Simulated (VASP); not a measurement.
# Sr (P6_3/mmc) in VASP: notebook

The runs below take Sr through electric field gradients, with LDA.

Everything below comes from runs of VASP 6.6.1. Logs are shortened: lines on timing, memory, paths and dates and some standing lists are left out, and cuts for length are marked.

**1. The cell of the first run**

The structure is hexagonal, space group P6_3/mmc (No. 194). Conventional cell: a = 4.367 Å, b = 4.367 Å, c = 7.143 Å, α = 90.00°, β = 90.00°, γ = 120.00°. Within 5.7 Å of Sr (site symmetry -6m2) lie 12 Sr at 4.37 Å.

**2. Electric field gradients, LDA (volume scaled by 1.04)**

The input, INCAR:

```
PREC = Accurate
ENCUT = 520
EDIFF = 1E-8
ISMEAR = -1
SIGMA = 0.08
LREAL = F
LASPH = T
NELM = 80
ALGO = Normal
ISIF = 2
LWAVE = F
LCHARG = F
GGA = CA
LEFG = T
NBANDS = 17
```

The input, KPOINTS:

```
Automatic mesh
0
Gamma
  10 10 5
```

The input, POSCAR:

```
Sr
1.0
    4.3667172541      0.0000000000      0.0000000000
   -2.1833586271      3.7816880731      0.0000000000
    0.0000000000      0.0000000000      7.1427737969
Sr
2
Direct
    0.3333333333      0.6666666667      0.2500000000
    0.6666666667      0.3333333333      0.7500000000
```

Potentials or basis: VASP PAW LDA potentials, release 64 (Sr_sv).

On the command line:

```
$ cat potpaw_LDA.64/Sr_sv/POTCAR > POTCAR
$ mpirun -np 1 vasp_std > vasp.out
```

OUTCAR:

```text
PREC = Accurate
   ENCUT = 520
   EDIFF = 1E-8
   ISMEAR = -1
   LREAL = F
   LASPH = T
   NELM = 80
   ISIF = 2
   GGA = CA

 ion  position               nearest neighbor table
   1  0.333  0.667  0.250-   2 4.37   2 4.37   2 4.37   2 4.37   2 4.37   2 4.37
   2  0.667  0.333  0.750-   1 4.37   1 4.37   1 4.37   1 4.37   1 4.37   1 4.37

  LATTYP: Found a hexagonal cell.
 ALAT       =     4.3667172541
 C/A-ratio  =     1.6357307747

  Lattice vectors:

 A1 = (   4.3667172541,   0.0000000000,   0.0000000000)
 A2 = (  -2.1833586271,   3.7816880731,   0.0000000000)
 A3 = (   0.0000000000,   0.0000000000,   7.1427737969)

Analysis of symmetry for initial positions (statically):
=====================================================================
 Subroutine PRICEL returns:
 Original cell was already a primitive cell.

 Routine SETGRP: Setting up the symmetry group for a
 hexagonal supercell.

 Subroutine GETGRP returns: Found 24 space group operations
 (whereof 12 operations were pure point group operations)
 out of a pool of 24 trial point group operations.

The static configuration has the point symmetry D_3d.
 The point group associated with its full space group is D_6h.

Analysis of symmetry for dynamics (positions and initial velocities):
=====================================================================
 Subroutine PRICEL returns:
 Original cell was already a primitive cell.

 Routine SETGRP: Setting up the symmetry group for a
 hexagonal supercell.

 Subroutine GETGRP returns: Found 24 space group operations
 (whereof 12 operations were pure point group operations)
 out of a pool of 24 trial point group operations.

The dynamic configuration has the point symmetry D_3d.
 The point group associated with its full space group is D_6h.

 Subroutine INISYM returns: Found 24 space group operations
 (whereof 12 operations are pure point group operations),
 and found     1 'primitive' translations

----------------------------------------------------------------------------------------

                                     Primitive cell

  volume of cell :     117.9526

  direct lattice vectors                    reciprocal lattice vectors
     4.366717254  0.000000000  0.000000000     0.229004981  0.132216087  0.000000000
    -2.183358627  3.781688073  0.000000000     0.000000000  0.264432174  0.000000000
     0.000000000  0.000000000  7.142773797     0.000000000  0.000000000  0.140001634

  length of vectors
     4.366717254  4.366717254  7.142773797     0.264432174  0.264432174  0.140001634

  position of ions in fractional coordinates (direct lattice)
     0.333333333  0.666666667  0.250000000
     0.666666667  0.333333333  0.750000000

  ion indices of the primitive-cell ions
   primitive index   ion index
                 1           1
                 2           2

----------------------------------------------------------------------------------------

 KPOINTS: Automatic mesh

Automatic generation of k-mesh.
 Grid dimensions read from file:
 generate k-points for:   10   10    5

 Generating k-lattice:

  Cartesian coordinates                     Fractional coordinates (reciprocal lattice)
     0.022900498  0.013221609  0.000000000     0.100000000  0.000000000  0.000000000
     0.000000000  0.026443217  0.000000000     0.000000000  0.100000000  0.000000000
     0.000000000  0.000000000  0.028000327     0.000000000  0.000000000  0.200000000

  Length of vectors
     0.026443217  0.026443217  0.028000327

  Shift w.r.t. Gamma in fractional coordinates (k-lattice)
     0.000000000  0.000000000  0.000000000

 Subroutine IBZKPT returns following result:
 ===========================================

 Found     42 irreducible k-points:

 Following reciprocal coordinates:
            Coordinates               Weight
  0.000000  0.000000  0.000000      1.000000
  0.100000  0.000000  0.000000      6.000000
  0.200000  0.000000  0.000000      6.000000
  0.300000  0.000000  0.000000      6.000000
  0.400000  0.000000  0.000000      6.000000
  0.500000  0.000000  0.000000      3.000000
[... 16 lines left out ...]
  0.300000  0.100000  0.200000     24.000000
  0.400000  0.100000  0.200000     24.000000
 [... further k-points ...]
   k-points           NKPTS =     42   k-points in BZ     NKDIM =     42   number of bands    NBANDS=     17
   number of dos      NEDOS =    301   number of ions     NIONS =      2
   total plane-waves  NPLWV =  55296
   dimension x,y,z NGX =    32 NGY =   32 NGZ =   54
   dimension x,y,z NGXF=    64 NGYF=   64 NGZF=  108
   ions per type =               2
   NGX,Y,Z   is equivalent  to a cutoff of  12.18, 12.18, 12.57 a.u.
   NGXF,Y,Z  is equivalent  to a cutoff of  24.37, 24.37, 25.14 a.u.
 SYSTEM =  unknown system
   PREC   = accura    normal or accurate (medium, high low for compatibility)
   ISTART =      0    job   : 0-new  1-cont  2-samecut
   ICHARG =      2    charge: 1-file 2-atom 10-const
   ISPIN  =      1    spin polarized calculation?
   LNONCOLLINEAR =      F non collinear calculations
   LSORBIT =      F    spin-orbit coupling
   LASPH  =      T    aspherical Exc in radial PAW
   ENCUT  =  520.0 eV  38.22 Ry    6.18 a.u.   8.12  8.12 13.28*2*pi/ulx,y,z
   NELM   =     80;   NELMIN=  2; NELMDL= -5     # of ELM steps
   EDIFF  = 0.1E-07   stopping-criterion for ELM
   LREAL  =      F    real-space projection
   EDIFFG = 0.1E-06   stopping-criterion for IOM
   NSW    =      0    number of steps for IOM
   IBRION =     -1    ionic relax: 0-MD 1-quasi-New 2-CG
   NFREE  =      0    steps in history (QN), initial steepest desc. (CG)
   ISIF   =      2    stress and relaxation
   ISYM   =      2    0-nonsym 1-usesym 2-fastsym
   POTIM  = 0.5000    time-step for ionic-motion
   TEBEG  =    0.0;   TEEND  =   0.0 temperature during run
   PSTRESS=    0.0 pullay stress
   NELECT =      20.0000    total number of electrons
   NUPDOWN=      -1.0000    fix difference up-down
   EMIN   =  10.00;   EMAX   =-10.00  energy-range for DOS
   EFERMI =   0.00;   METHOD = LEGACY
   ISMEAR =    -1;   SIGMA  =   0.08  broadening in eV -4-tet -1-fermi 0-gaus
   EFERMI_NEDOS =   21; number of points for ismear=-14 and -15
   IALGO  =     38    algorithm
   IMIX   =      4    mixing-type and parameters
     AMIX     =   0.40;   BMIX     =  1.00
     AMIX_MAG =   1.60;   BMIX_MAG =  1.00
  volume/ion in A,a.u.               =      58.98       397.99
  Fermi-wavevector in a.u.,A,eV,Ry     =   0.906113  1.712305 11.170933  0.821040
  Thomas-Fermi vector in A             =   2.029762
   LORBIT       =      0    0 simple, 1 ext, 2 COOP (PROOUT), +10 PAW based schemes
   GGA     = CA    functional components
   LHFCALC =     F    Hartree Fock is set to
   AEXX    =    0.0000 exact exchange contribution
   IVDW    =     0    specifies the selected vdW correction
   LEPSILON=     F    determine dielectric tensor
   LRPA    =     F    only Hartree local field effects (RPA)
 non-spin polarized calculation
  energy-cutoff  :      520.00
  volume of cell :      117.95
 maximum number of plane-waves:      3198
   NGX = 17   NGY = 17   NGZ = 27

 number of electron      20.0000000 magnetization

 Free energy of the ion-electron system (eV)
  ---------------------------------------------------
  ext. energy  EPLUGINS =         0.00000000
  ---------------------------------------------------
  free energy    TOTEN  =        -3.67550220 eV

  energy without entropy =       -3.61531136  energy(sigma->0) =       -3.64540678

 E-fermi :   1.1959     XC(G=0):  -7.3412

 val. band max:        1.1612934997   @ k =   0.3000   0.3000   0.0000
 cond. band min:       1.1977717081   @ k =   0.3000   0.3000   0.0000
 fundamental gap:      0.0364782084
 Fermi energy:         1.1959475571

 k-point     1 :       0.0000    0.0000    0.0000
  band No.  band energies     occupation
      1     -35.4033      2.00000
      2     -35.3931      2.00000
      3     -17.5503      2.00000
      4     -17.4193      2.00000
      5     -17.4193      2.00000
      6     -17.3976      2.00000
[... 9 lines left out ...]
     16       3.6928      0.00000
     17       4.1687      0.00000

 k-point     2 :       0.1000    0.0000    0.0000
  band No.  band energies     occupation
      1     -35.4024      2.00000
      2     -35.3927      2.00000
      3     -17.5454      2.00000
      4     -17.4307      2.00000
      5     -17.4229      2.00000
      6     -17.4094      2.00000
[... 9 lines left out ...]
     16       3.8185      0.00000
     17       3.9453      0.00000

 k-point     3 :       0.2000    0.0000    0.0000
  band No.  band energies     occupation
      1     -35.4001      2.00000
      2     -35.3916      2.00000
      3     -17.5317      2.00000
      4     -17.4605      2.00000
      5     -17.4398      2.00000
      6     -17.4321      2.00000
[... 9 lines left out ...]
     16       3.8063      0.00000
     17       3.8653      0.00000

 k-point     4 :       0.3000    0.0000    0.0000
  band No.  band energies     occupation
      1     -35.3970      2.00000
      2     -35.3904      2.00000
      3     -17.5123      2.00000
      4     -17.4977      2.00000
      5     -17.4762      2.00000
      6     -17.4431      2.00000
[... 9 lines left out ...]
     16       4.2787      0.00000
     17       4.3750      0.00000

 k-point     5 :       0.4000    0.0000    0.0000
  band No.  band energies     occupation
      1     -35.3942      2.00000
      2     -35.3898      2.00000
      3     -17.5278      2.00000
      4     -17.5050      2.00000
      5     -17.4924      2.00000
      6     -17.4518      2.00000
[... 9 lines left out ...]
     16       4.7582      0.00000
     17       5.1163      0.00000

 k-point     6 :       0.5000    0.0000    0.0000
  band No.  band energies     occupation
      1     -35.3930      2.00000
      2     -35.3897      2.00000
      3     -17.5394      2.00000
      4     -17.5158      2.00000
      5     -17.4822      2.00000
      6     -17.4550      2.00000
[... 9 lines left out ...]
     16       5.1741      0.00000
     17       5.6803      0.00000
[... 281 lines left out ...]
 k-point    21 :       0.1000    0.1000    0.2000
  band No.  band energies     occupation
      1     -35.3999      2.00000
      2     -35.3928      2.00000
      3     -17.5256      2.00000
      4     -17.4448      2.00000
      5     -17.4416      2.00000
      6     -17.4258      2.00000
[... 9 lines left out ...]
     16       3.8172      0.00000
     17       4.1774      0.00000

 k-point    22 :       0.2000    0.1000    0.2000
  band No.  band energies     occupation
      1     -35.3974      2.00000
      2     -35.3915      2.00000
      3     -17.5174      2.00000
      4     -17.4751      2.00000
      5     -17.4671      2.00000
      6     -17.4380      2.00000
[... 9 lines left out ...]
     16       4.0251      0.00000
     17       4.3285      0.00000

 k-point    23 :       0.3000    0.1000    0.2000
  band No.  band energies     occupation
      1     -35.3946      2.00000
      2     -35.3904      2.00000
      3     -17.5242      2.00000
      4     -17.5034      2.00000
      5     -17.4766      2.00000
      6     -17.4498      2.00000
[... 9 lines left out ...]
     16       4.3515      0.00000
     17       4.8212      0.00000

 k-point    24 :       0.4000    0.1000    0.2000
  band No.  band energies     occupation
      1     -35.3927      2.00000
      2     -35.3900      2.00000
      3     -17.5395      2.00000
      4     -17.5195      2.00000
      5     -17.4714      2.00000
      6     -17.4544      2.00000
[... 9 lines left out ...]
     16       4.7140      0.00000
     17       5.0116      0.00000

 [... further k-points ...]
[... 5 lines left out ...]
  --------------------------------------------------------------------------------------
  -------------------------------------------------------------------------------------
  Total       -1.3728444     -1.3728444     -1.3409713      0.0000000      0.0000000     -0.0000000
  in kB      -18.6476553    -18.6476553    -18.2147157      0.0000000      0.0000000     -0.0000000
  external PRESSURE =     -18.5033421 kB  Pullay stress =       0.0000000 kB

 VOLUME and BASIS-vectors are now :
 -----------------------------------------------------------------------------
  energy-cutoff  :      520.00
  volume of cell :      117.95
      direct lattice vectors                 reciprocal lattice vectors
     4.366717254  0.000000000  0.000000000     0.229004981  0.132216087  0.000000000
    -2.183358627  3.781688073  0.000000000     0.000000000  0.264432174  0.000000000
     0.000000000  0.000000000  7.142773797     0.000000000  0.000000000  0.140001634

 POSITION                                       TOTAL-FORCE (eV/Angst)
 -----------------------------------------------------------------------------------
     -0.00000      2.52113      1.78569         0.000000      0.000000      0.000000
      2.18336      1.26056      5.35708        -0.000000      0.000000      0.000000
 -----------------------------------------------------------------------------------
    total drift:                                0.000000     -0.000000      0.000000

  FREE ENERGIE OF THE ION-ELECTRON SYSTEM (eV)
  ---------------------------------------------------
  free  energy   TOTEN  =        -3.6755022017 eV

  energy  without entropy=       -3.6153113596  energy(sigma->0) =       -3.64540678

 Electric field gradients (V/A^2)
---------------------------------------------------------------------
 ion       V_xx      V_yy      V_zz      V_xy      V_xz      V_yz
---------------------------------------------------------------------
   1       1.368     1.368    -2.735    -0.000    -0.000    -0.000
   2       1.368     1.368    -2.735    -0.000     0.000    -0.000
---------------------------------------------------------------------

 Electric field gradients after diagonalization (V/A^2)
 (convention: |V_zz| > |V_xx| > |V_yy|)
----------------------------------------------------------------------
 ion       V_xx      V_yy      V_zz     asymmetry (V_yy - V_xx)/ V_zz
----------------------------------------------------------------------
   1       1.368     1.368    -2.735       0.000
   2       1.368     1.368    -2.735       0.000
----------------------------------------------------------------------

           NMR quadrupolar parameters

 Cq : quadrupolar parameter    Cq=e*Q*V_zz/h
 eta: asymmetry parameters     (V_yy - V_xx)/ V_zz
 Q  : nuclear electric quadrupole moment in mb (millibarn)
----------------------------------------------------------------------
 ion       Cq(MHz)       eta       Q (mb)
----------------------------------------------------------------------
   1      -0.007       0.000       1.000
   2      -0.007       0.000       1.000
----------------------------------------------------------------------
```

It took 40 s on 1 thread of AMD EPYC 9R45 (Zen 5), shared host; peak memory 0.19 GiB.

What came out:

| Quantity | Value |
| --- | --- |
| Free energy | -3.6755 eV |
| Pressure | -1.9 GPa |
| Band gap on the k mesh | zero (band 10 reaches 1.31 eV, above the bottom of band 11 at 1.20 eV) |

Levels at points of the mesh, in eV from the Fermi level:
| k point | band 7 | band 8 | band 9 | band 10 | band 11 | band 12 | band 13 | band 14 |
| --- | --- | --- | --- | --- | --- | --- | --- | --- |
| (0.00, 0.00, 0.00) | -18.59 | -18.59 | -3.56 | -1.15 | 0.04 | 2.12 | 2.13 | 2.13 |
| (0.50, 0.00, 0.00) | -18.63 | -18.62 | -1.14 | -0.54 | 0.11 | 0.24 | 1.22 | 1.74 |

Electric field gradients, principal values (V/Å²):
| atom | least | middle | greatest (by size) |
| --- | --- | --- | --- |
| 1 Sr | 1.368 | 1.368 | -2.735 |
| 2 Sr | 1.368 | 1.368 | -2.735 |

Caveat: without QUAD_EFG the Cq values of the log hold for a quadrupole moment of 1 mb, not for the nuclei.

[end of part 1 of 2]
